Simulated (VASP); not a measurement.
Input of a VASP 6.6.1 run:

Contents of POSCAR:

```
MgO
1.0
    0.0062156338      2.1014458981      2.1014458981
    2.1014458981      0.0062156338      2.1014458981
    2.1014458981      2.1014458981      0.0062156338
Mg O
1 1
Direct
    0.0000000000      0.0000000000      0.0000000000
    0.5000000000      0.5000000000      0.5000000000
```

INCAR.step1

```
SYSTEM = MgO
PREC = Accurate
ENCUT = 750
ISMEAR = 0
SIGMA = 0.01
LREAL = .False.
LASPH = .True.
NELM = 120
NBANDS = 15
GGA = PE
ALGO = Normal
EDIFF = 1E-5
LWAVE = .True.
LCHARG = .False.
GGA_COMPAT = .False.
```

File INCAR.step2:

```
SYSTEM = MgO
PREC = Accurate
ENCUT = 750
EDIFF = 1E-6
ISMEAR = 0
SIGMA = 0.01
LREAL = .False.
LASPH = .True.
NELM = 120
ALGO = Normal
ISIF = 2
LWAVE = .False.
LCHARG = .False.
METAGGA = R2SCAN
LMIXTAU = .True.
NBANDS = 15
ISTART = 1
GGA_COMPAT = .False.
```

File KPOINTS:

```
regular mesh
0
Gamma
  10 10 10
  0 0 0
```

Potentials or basis: VASP PAW PBE potentials, release 64 (Mg_sv, O).

Launch:

```sh
$ cat potpaw_PBE.64/Mg_sv/POTCAR potpaw_PBE.64/O/POTCAR > POTCAR
$ cp INCAR.step1 INCAR
$ mpirun -np 1 vasp_std > vasp.out
$ cp INCAR.step2 INCAR
$ mpirun -np 1 vasp_std > vasp.out
```

**Question.** What does it give for the pressure?

**Answer.** 0.9 GPa.

**Question.** Estimate the band gap on the k mesh.

**Answer.** 5.75 eV.

Stress tensor (GPa, compression positive):
```
 0.86 -0.45 -0.45
-0.45  0.86 -0.45
-0.45 -0.45  0.86
```

Caveat: the cell differs from its parent crystal (epitaxial 111 strain -0.3%); the PAW data sets were made with another functional, which shifts forces and pressure a little.
